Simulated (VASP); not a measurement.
A run of VASP 6.6.1 is set up as follows.

Contents of INCAR:

```
SYSTEM = Si16C
PREC = Accurate
ENCUT = 520
EDIFF = 1E-6
ISMEAR = -1
SIGMA = 0.02
LREAL = Auto
LASPH = .TRUE.
NELM = 150
ALGO = Normal
ISIF = 2
LWAVE = .FALSE.
LCHARG = .FALSE.
ISPIN = 2
MAGMOM = 0 0 0 0 0 0 0 0 0 0 0 0 0 0 0 0 0.06
LORBIT = 11
GGA = PE
NBANDS = 52
```

Contents of KPOINTS:

```
regular mesh
0
G
  2 2 2
  0 0 0
```

The input POSCAR:

```
Si16C
1.0
    0.0000000000      5.4300000000      5.4300000000
    5.4300000000      0.0000000000      5.4300000000
    5.4300000000      5.4300000000      0.0000000000
Si C
16 1
Direct
   -0.0134622468      0.0148434622     -0.0025046041
    0.1684162063      0.0889502762      0.0941436464
    0.0743001842     -0.0589042357      0.4879465930
    0.1306077348      0.0918968692      0.6319705341
    0.0668324125      0.4537753223     -0.0522651934
    0.0894106814      0.6327624309      0.0960773481
   -0.0547605893      0.4720349908      0.4938766114
    0.1697790055      0.5793554328      0.5397053407
    0.5513351750     -0.0254051565     -0.0338397790
    0.6053406998      0.1848250460      0.0615837937
    0.5230018416      0.0265745856      0.4664272560
    0.6936003683      0.0873756906      0.5955893186
    0.4205340700      0.5174953959      0.1383977901
    0.6808655617      0.6185267035      0.1195211786
    0.5448342541      0.4491804788      0.5027348066
    0.4988950276      0.6861878453      0.7626887661
    0.6549263352      0.4786832413      0.6432688766
```

Potentials or basis: VASP PAW PBE potentials, release 64 (Si, C).

Run with:

```bash
$ cat potpaw_PBE.64/Si/POTCAR potpaw_PBE.64/C/POTCAR > POTCAR
$ mpirun -np 1 vasp_std > vasp.out
```

Task: Predict the pressure.

Result: 0.6 GPa.

Task: What does it give for the largest force?

Result: 2.086 eV/Å.

Task: What does it give for the net moment?

Result: 0.00 μB per cell.

Stress tensor (GPa, compression positive):
```
 1.70  1.28  4.10
 1.28  0.39  0.83
 4.10  0.83 -0.29
```

Caveat: the k points lie up to 0.50 Å⁻¹ apart.
